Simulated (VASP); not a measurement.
Crystal: CdF2.

```
Cd F
1.0
     0.00000    2.63900    2.63900
     2.63900    0.00000    2.63900
     2.63900    2.63900    0.00000
Cd F
1 2
Cartesian
  0.0000 0.0000 0.0000
  3.9585 3.9585 3.9585
  1.3195 1.3195 1.3195
```

This cell differs from its parent crystal: volume scaled by 0.94.

Base run:

```yaml
Program: VASP 6.6.1
Functional: PBEsol
Potentials_or_basis: VASP PAW PBE potentials, release 64 (Cd, F)
Cutoff: 520 eV
k_mesh: 9 × 9 × 9
Occupations: fermi-dirac, width 0.05 eV
Spin: no spin polarisation
```

Its results: band gap on the k mesh 3.14 eV, indirect (least direct gap 3.52 eV); pressure 8.6 GPa.

Task: The run is repeated on the same cell with these changes: functional from PBEsol to r2SCAN. What comes out?

Result: Band gap on the k mesh 4.00 eV, indirect (least direct gap 4.39 eV); pressure 9.6 GPa.

r2SCAN gives the wider gap, since meta-GGAs in the generalised Kohn-Sham scheme recover part of the derivative discontinuity.

Caveats: the PAW data sets were made with another functional, which shifts forces and pressure a little.

A k mesh can miss the band edges.
